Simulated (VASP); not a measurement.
A run of VASP 6.6.1:

The input INCAR:

```
SYSTEM = Pt
PREC = Accurate
ENCUT = 500
EDIFF = 1E-6
ISMEAR = 0
SIGMA = 0.1
LREAL = .False.
LASPH = .True.
NELM = 120
ALGO = Normal
ISIF = 2
LWAVE = .False.
LCHARG = .True.
GGA = PE
LELF = .True.
LVHAR = .True.
NBANDS = 11
GGA_COMPAT = .False.
```

Contents of KPOINTS:

```
regular mesh
0
Gamma
  18 18 18
  0 0 0
```

The input POSCAR:

```
Pt
1.0
    0.0000000000      1.9848942441      1.9848942441
    1.9848942441      0.0000000000      1.9848942441
    1.9848942441      1.9848942441      0.0000000000
Pt
1
Direct
    0.0000000000      0.0000000000      0.0000000000
```

Potentials or basis: VASP PAW PBE potentials, release 64 (Pt).

The run is started by

```bash
$ cat potpaw_PBE.64/Pt/POTCAR > POTCAR
$ mpirun -np 1 vasp_std > vasp.out
```

Hardware: 1 thread of Intel(R) Xeon(R) 6975P-C (Granite Rapids), on a shared host.

Question: How long does it take, and how much memory?

Answer: Wall time 11 s on 1 thread of Intel(R) Xeon(R) 6975P-C (Granite Rapids), on a shared host, peak memory 0.15 GiB. Counts: scf iterations 11, k points 195.
